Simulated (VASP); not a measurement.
Here is a VASP 6.6.1 calculation.

File INCAR:

```
  PREC = Accurate
  ENCUT = 500
  EDIFF = 1E-7
  ISMEAR = 0
  SIGMA = 0.02
  LREAL = False
  LASPH = True
  NELM = 120
  ALGO = Normal
  ISIF = 3
  LWAVE = False
  LCHARG = False
  GGA = PE
  IBRION = 2
  NSW = 100
  EDIFFG = -0.002
  PSTRESS = 194.0
  GGA_COMPAT = False
  NELMIN = 4
```

File KPOINTS:

```
regular mesh
0
Gamma
  10 10 10
```

POSCAR

```
BAs
1.0
    0.0000000000      2.3131270700      2.3131270700
    2.3131270700      0.0000000000      2.3131270700
    2.3131270700      2.3131270700      0.0000000000
B As
1 1
Direct
    0.0000000000      0.0000000000      0.0000000000
    0.2500000000      0.2500000000      0.2500000000
```

Potentials or basis: VASP PAW PBE potentials, release 64 (B, As).

Command:

```console
$ cat potpaw_PBE.64/B/POTCAR potpaw_PBE.64/As/POTCAR > POTCAR
$ mpirun -np 1 vasp_std > vasp.out
```

Question: Estimate the relaxed volume.

Answer: 12.44 Å³/atom.

Question: Predict the space group after relaxing (to 0.05 Å).

Answer: F-43m (No. 216).

Question: What does it give for the band gap on the k mesh?

Answer: 1.08 eV, indirect (least direct gap 3.40 eV).

Step by step:
| step | energy change (eV) | largest force (eV/Å) | pressure (GPa) | volume (Å³) |
| --- | --- | --- | --- | --- |
| 1 | 0.0000 | 0.0000 | 20.46 | 24.75 |
| 2 | -0.0353 | 0.0000 | 18.02 | 25.05 |
| 3 | -0.0155 | 0.0000 | 19.42 | 24.88 |

Caveat: the cell is relaxed towards a set pressure, so the enthalpy falls and the energy may rise. PBE usually gives volumes a little too large and moduli too small.
